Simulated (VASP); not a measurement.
Cd:

```
Cd
1.0
     3.03730    0.00000    0.00000
    -1.51865    2.63038    0.00000
     0.00000    0.00000    5.72783
Cd
2
Direct
  0.33333 0.66667 0.25000
  0.66667 0.33333 0.75000
```

Base run:

- Program: VASP 6.6.1
- Functional: PBE
- Potentials or basis: VASP PAW PBE potentials, release 64 (Cd)
- Cutoff: 400 eV
- k mesh: 16 × 16 × 7
- Occupations: fermi-dirac, width 0.05 eV
- Spin: no spin polarisation

Its results: band gap on the k mesh zero (bands 12 and 13 overlap by 3.67 eV); pressure -0.8 GPa.

Problem. The run is repeated on the same cell with these changes: cutoff from 400 eV to 500 eV; further incar settings from ALGO = Normal; EDIFF = 1e-08; NBANDS = 19 to ALGO = Normal; EDIFF = 1e-06; NBANDS = 19. What comes out?

Solution. Band gap on the k mesh zero (bands 12 and 13 overlap by 3.67 eV); pressure 0.1 GPa.
